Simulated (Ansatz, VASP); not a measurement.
**One calculation of Ag, two programs**

INCAR

```
ALGO = Normal
EDIFF = 1E-6
ENCUT = 500
GGA = PE
GGA_COMPAT = False
ISIF = 2
ISMEAR = 1
LASPH = True
LCHARG = False
LREAL = False
LWAVE = False
NBANDS = 12
NELM = 120
PREC = Accurate
SIGMA = 0.0127
```

The input KPOINTS:

```
k-points
0
Gamma
  7 7 7
```

File POSCAR:

```
Ag
1.0
    0.0000000000      2.2073130000      2.2073130000
    2.2073130000      0.0000000000      2.2073130000
    2.2073130000      2.2073130000      0.0000000000
Ag
1
Direct
    0.0000000000      0.0000000000      0.0000000000
```

Input for Ansatz:

```yaml
crystal:
  lattice:
    - [0.0, 2.207313, 2.207313]
    - [2.207313, 0.0, 2.207313]
    - [2.207313, 2.207313, 0.0]
  atoms:
    - { symbol: Ag, position: [0.0, 0.0, 0.0] }
  symmetry: { tolerance: 0.0003 }
kpoints:
  mp_grid: { grid: [7, 7, 7], shift: [0, 0, 0] }
magnetization:
  spin_polarized: false
scf:
  occupations: { method: cold, width: 0.0127 }
hamiltonian:
  pseudopotentials: { kind: paw }
  xc: pbe
basis:
  ecutwfc: 500
output:
  forces: true
  stress: true
  eigenvalues: true
accuracy: medium
```

Alike in both runs: task single point; functional PBE; k mesh 7 × 7 × 7; no spin polarisation.

```csv
,VASP,Ansatz
version,VASP 6.6.1,Ansatz 0.2.0
potentials or method,"VASP PAW PBE potentials, release 64 (Ag), cutoff 500 eV",PAW plane waves
occupations,"methfessel-paxton of order 1, width 0.0127 eV","cold, width 0.0127 eV"
valence electrons in the cell,11,19
```

|  | VASP | Ansatz | Ansatz less VASP |
| --- | --- | --- | --- |
| gap on the k mesh at the Fermi level (eV) | none | none | - |
| pressure (GPa) | -10.3 | -10.3 | -0.02 |

A gap of «none» marks a metal or a gap that the smearing closes. VASP's potentials hold 11 valence electrons a cell and Ansatz's 19, so a difference there can come from the potentials and not from the codes.
